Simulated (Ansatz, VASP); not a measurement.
**Two plane-wave programs on MgO**

```
CELL_PARAMETERS angstrom
-0.10208 2.08535 2.08535
2.08535 -0.10208 2.08535
2.08535 2.08535 -0.10208
ATOMIC_POSITIONS crystal
Mg 0.00000 0.00000 0.00000
O 0.50000 0.50000 0.50000
```

Alike in both runs: task single point; functional PBE; k mesh 10 × 10 × 10; occupations gaussian, width 0.05 eV; no spin polarisation.

|  | VASP | Ansatz |
| --- | --- | --- |
| version | VASP 6.6.1 | Ansatz 0.2.0 |
| potentials or method | VASP PAW PBE potentials, release 64 (Mg_sv, O), cutoff 840 eV | scalar-relativistic, plane waves, PAW |
| valence electrons in the cell | 16 | 16 |

|  | VASP | Ansatz | Ansatz less VASP |
| --- | --- | --- | --- |
| gap on the k mesh at the Fermi level (eV) | 3.96 | 3.96 | +0.004 |
| least direct gap on the mesh (eV) | 3.96 | 3.96 | +0.004 |
| pressure (GPa) | -1.6 | -1.6 | -0.02 |
| traceless stress, the component that is largest in VASP (GPa) | 5.99 | 6.01 | +0.016 |

The functional is the same, so the differences come from potentials, cutoffs and numerics.
